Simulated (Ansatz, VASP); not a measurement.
MnHg3: VASP beside Ansatz

File INCAR:

```
PREC = Accurate
ENCUT = 520
EDIFF = 1E-6
ISMEAR = 0
SIGMA = 0.1
LREAL = False
LASPH = True
NELM = 150
ALGO = Normal
ISIF = 2
LWAVE = False
LCHARG = True
ISPIN = 2
MAGMOM = 4 0 0 0
LORBIT = 11
LMAXMIX = 4
GGA = PE
LELF = True
LVHAR = True
NBANDS = 36
```

Contents of KPOINTS:

```
Automatic mesh
0
Gamma
  5 5 5
```

Contents of POSCAR:

```
MnHg3
1.0
    4.4902866450      0.0000000000      0.0000000000
    0.0000000000      4.4902866450      0.0000000000
    0.0000000000      0.0000000000      4.4902866450
Mn Hg
1 3
Direct
    0.0000000000      0.0000000000      0.0000000000
    0.5000000000      0.0000000000      0.5000000000
    0.0000000000      0.5000000000      0.5000000000
    0.5000000000      0.5000000000      0.0000000000
```

Input for Ansatz:

```yaml
crystal:
  lattice:
    - [4.4902866449545, 0.0, 0.0]
    - [0.0, 4.4902866449545, 0.0]
    - [0.0, 0.0, 4.4902866449545]
  atoms:
    - { symbol: Mn, position: [0.0, 0.0, 0.0], spin: 4.0 }
    - { symbol: Hg, position: [0.5, 0.0, 0.5] }
    - { symbol: Hg, position: [0.0, 0.5, 0.5] }
    - { symbol: Hg, position: [0.5, 0.5, 0.0] }
basis:
  ecutwfc: 500.0
kpoints:
  mp_grid:
    grid: [5, 5, 5]
magnetization:
  spin_polarized: true
scf:
  occupations:
    method: gaussian
    width: 0.1
```

Alike in both runs: task single point; functional PBE; k mesh 5 × 5 × 5; occupations gaussian, width 0.1 eV; collinear spin.

|  | VASP | Ansatz |
| --- | --- | --- |
| version | VASP 6.6.1 | Ansatz 0.2.0 |
| potentials or method | VASP PAW PBE potentials, release 64 (Mn_pv, Hg), cutoff 520 eV | plane waves, PAW |
| valence electrons in the cell | 49 | 75 |

Ansatz gave:

| Item | Value |
| --- | --- |
| net moment per atom (μB) | 1.07 |
| size of the moment on the site where the two differ most (μB) | 4.30 |

Problem. Estimate VASP's values.

Solution. net moment per atom (μB): 1.07; size of the moment on the site where the two differ most (μB): 4.13.

Site moments also hang on the region over which each program counts them. VASP's potentials hold 49 valence electrons a cell and Ansatz's 75, so a difference there can come from the potentials and not from the codes.

Spin-orbit coupling is off throughout.
